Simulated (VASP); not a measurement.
The system is PbO.

```
Pb O
1.0
     3.99000    0.00000    0.00000
     0.00000    3.99000    0.00000
     0.00000    0.00000    5.01000
Pb O
2 2
Direct
  0.00000 0.50000 0.24000
  0.50000 0.00000 0.76000
  0.00000 0.00000 0.00000
  0.50000 0.50000 0.00000
```

```yaml
Program: VASP 6.6.1
Task: relaxation of cell and atoms
Functional: LDA
Potentials_or_basis: VASP PAW LDA potentials, release 64 (Pb_d, O)
Cutoff: 600 eV
k_mesh: 8 × 8 × 6
Occupations: fermi-dirac, width 0.02 eV
Spin: no spin polarisation
```

At the start: pressure -3.5 GPa; volume 19.94 Å³/atom.

Problem. Where does the relaxation end?

Solution. Over 10 steps the energy falls by 9.3 meV/atom and the volume is 18.98 Å³/atom (-4.8 %); space group P4/nmm (No. 129, to 0.1 Å) before and after.

Step by step:
| step | energy change (eV) | largest force (eV/Å) | pressure (GPa) | volume (Å³) |
| --- | --- | --- | --- | --- |
| 1 | 0.0000 | 0.5397 | -3.47 | 79.76 |
| 2 | 0.0036 | 0.7998 | 3.82 | 74.88 |
| 3 | -0.0345 | 0.0813 | -0.17 | 77.31 |
| 4 | -0.0345 | 0.0958 | -0.13 | 77.27 |
| 5 | -0.0353 | 0.0667 | -0.08 | 77.04 |
| 6 | -0.0359 | 0.0177 | 0.01 | 76.61 |
| 7 | -0.0359 | 0.0094 | 0.01 | 76.55 |
| 8 | -0.0364 | 0.0034 | -0.04 | 76.45 |
| 9 | -0.0371 | 0.0411 | -0.23 | 76.17 |
| 10 | -0.0374 | 0.0048 | 0.00 | 75.93 |

Final structure:
```cif
data_structure
_symmetry_space_group_name_H-M 'P 1'
_symmetry_Int_Tables_number 1
_cell_length_a 3.9438
_cell_length_b 3.9438
_cell_length_c 4.8821
_cell_angle_alpha 90.000
_cell_angle_beta 90.000
_cell_angle_gamma 90.000
_cell_volume 75.93
loop_
_atom_site_label
_atom_site_type_symbol
_atom_site_fract_x
_atom_site_fract_y
_atom_site_fract_z
_atom_site_occupancy
Pb1 Pb 0.00000 0.50000 0.24205 1
Pb2 Pb 0.50000 0.00000 0.75795 1
O1 O 0.00000 0.00000 0.00000 1
O2 O 0.50000 0.50000 0.00000 1
```
